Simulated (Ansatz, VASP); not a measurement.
# One calculation of Bi2C, two programs

File INCAR:

```
SYSTEM = Bi2C
PREC = Accurate ; ENCUT = 520
EDIFF = 1E-6 ; ISMEAR = 0
SIGMA = 0.1 ; LREAL = .False.
LASPH = .True. ; NELM = 60
ALGO = Normal ; ISIF = 2
LWAVE = .False. ; LCHARG = .True.
GGA = PE ; LELF = .True.
LVHAR = .True. ; NBANDS = 43
```

KPOINTS

```
regular mesh
0
Gamma
  6 6 2
  0 0 0
```

POSCAR

```
Bi2C
1.0
    3.3777314871      0.0000000000      0.0000000000
   -1.6888657436      2.9252012750      0.0000000000
    0.0000000000      0.0000000000     13.1379903805
Bi C
4 2
Direct
    0.3333333333      0.6666666667      0.6275000000
    0.6666666667      0.3333333333      0.1275000000
    0.3333333333      0.6666666667      0.8725000000
    0.6666666667      0.3333333333      0.3725000000
    0.3333333333      0.6666666667      0.2500000000
    0.6666666667      0.3333333333      0.7500000000
```

Input for Ansatz:

```yaml
crystal:
  lattice:
    - [3.3777314871, 0.0, 0.0]
    - [-1.6888657436, 2.925201275, 0.0]
    - [0.0, 0.0, 13.1379903805]
  atoms:
    - { symbol: Bi, position: [0.3333333333, 0.6666666667, 0.6275] }
    - { symbol: Bi, position: [0.6666666667, 0.3333333333, 0.1275] }
    - { symbol: Bi, position: [0.3333333333, 0.6666666667, 0.8725] }
    - { symbol: Bi, position: [0.6666666667, 0.3333333333, 0.3725] }
    - { symbol: C, position: [0.3333333333, 0.6666666667, 0.25] }
    - { symbol: C, position: [0.6666666667, 0.3333333333, 0.75] }
basis:
  ecutwfc: 420
kpoints:
  mp_grid: { grid: [6, 6, 2] }
hamiltonian:
  xc: pbe
scf:
  occupations: { method: gaussian, width: 0.1 }
  lower_state_search: "off"
output:
  forces: true
  stress: true
  eigenvalues: true
```

Alike in both runs: task single point; functional PBE; k mesh 6 × 6 × 2; occupations gaussian, width 0.1 eV; no spin polarisation.

|  | VASP | Ansatz |
| --- | --- | --- |
| version | VASP 6.6.1 | Ansatz 0.2.0 |
| potentials or method | VASP PAW PBE potentials, release 64 (Bi_d, C), cutoff 520 eV | scalar-relativistic, plane waves, PAW |
| valence electrons in the cell | 68 | 68 |

|  | VASP | Ansatz | Ansatz less VASP |
| --- | --- | --- | --- |
| gap on the k mesh at the Fermi level (eV) | none | none | - |
| pressure (GPa) | 5.0 | 5.0 | -0.01 |
| traceless stress, the component that is largest in VASP (GPa) | -6.92 | -6.96 | -0.036 |
| rms of the force components (eV/Å) | 0.021 | 0.013 | -0.0072 |

Atom by atom the forces differ by 0.007 eV/Å (rms over components). A gap of «none» marks a metal or a gap that the smearing closes.

Neither program's run includes spin-orbit coupling.
